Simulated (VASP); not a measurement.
# MgO: single point with PBE

The system is MgO, a slab with vacuum.

```
O Mg
1.0
     3.00792    0.00000    0.00000
    -1.50396    2.60494    0.00000
     0.00000    0.00000   26.05182
O Mg
5 5
Cartesian
  0.0000 1.7366 7.6576
  0.0000 0.0000 10.0205
  1.5040 0.8683 12.4829
  0.0000 1.7366 14.9546
  0.0000 0.0000 17.4266
  1.5040 0.8683 8.5626
  0.0000 1.7366 11.0693
  0.0000 0.0000 13.5433
  1.5040 0.8683 16.0164
  0.0000 1.7366 18.5252
```

```json
{
 "Program": "VASP 6.6.1",
 "Task": "single point",
 "Functional": "PBE",
 "Potentials or basis": "VASP PAW PBE potentials, release 64 (O, Mg)",
 "Cutoff": "520 eV",
 "k mesh": "9 × 9 × 1",
 "Occupations": "gaussian, width 0.05 eV",
 "Spin": "no spin polarisation",
 "Dipole correction": "yes",
 "Further INCAR settings": "ALGO = Normal; EDIFF = 1e-06; NBANDS = 31"
}
```

- Largest force: 0.031 eV/Å
- Band gap on the k mesh: zero (bands 20 and 21 overlap by 0.28 eV)

Forces in eV/Å, atoms in the order of the input:
```
O    0.000  0.000  0.012
O    0.000  0.000 -0.031
O    0.000  0.000 -0.027
O    0.000  0.000 -0.024
O    0.000  0.000 -0.019
Mg   0.000  0.000  0.028
Mg   0.000  0.000  0.028
Mg   0.000  0.000  0.027
Mg   0.000  0.000  0.023
Mg   0.000  0.000 -0.016
```

Levels at points of the mesh, in eV from the Fermi level:
```
           k point  band 17  band 18  band 19  band 20  band 21  band 22  band 23  band 24
(0.00, 0.00, 0.00)    -0.63    -0.63    -0.27     0.24     0.24     2.54     3.82     4.57
```

Run time: 4.3 min on 1 thread of Intel(R) Xeon(R) Platinum 8375C CPU @ 2.90GHz (Ice Lake), with other jobs on the host, peak memory 0.34 GiB.
